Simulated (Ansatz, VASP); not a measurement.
Two plane-wave programs on NaCl

```
Na Cl
1.0
     0.00000    2.85589    2.85589
     2.85589    0.00000    2.85589
     2.85589    2.85589    0.00000
Na Cl
1 1
Direct
  0.00000 0.00000 0.00000
  0.50000 0.50000 0.50000
```

Alike in both runs: task single point; functional PBEsol; k mesh 8 × 8 × 8; occupations gaussian, width 0.02 eV; no spin polarisation.

```csv
,VASP,Ansatz
version,VASP 6.6.1,Ansatz 0.2.0
potentials or method,"VASP PAW PBE potentials, release 64 (Na_pv, Cl), cutoff 520 eV","scalar-relativistic, plane waves, PAW"
valence electrons in the cell,14,16
```

|  | VASP | Ansatz | Ansatz less VASP |
| --- | --- | --- | --- |
| gap on the k mesh at the Fermi level (eV) | 4.80 | 4.80 | +0.003 |
| least direct gap on the mesh (eV) | 4.80 | 4.80 | +0.003 |
| pressure (GPa) | -1.3 | -1.3 | -0.01 |

VASP's potentials were made for PBE, not for PBEsol. VASP's potentials hold 14 valence electrons a cell and Ansatz's 16, so a difference there can come from the potentials and not from the codes.
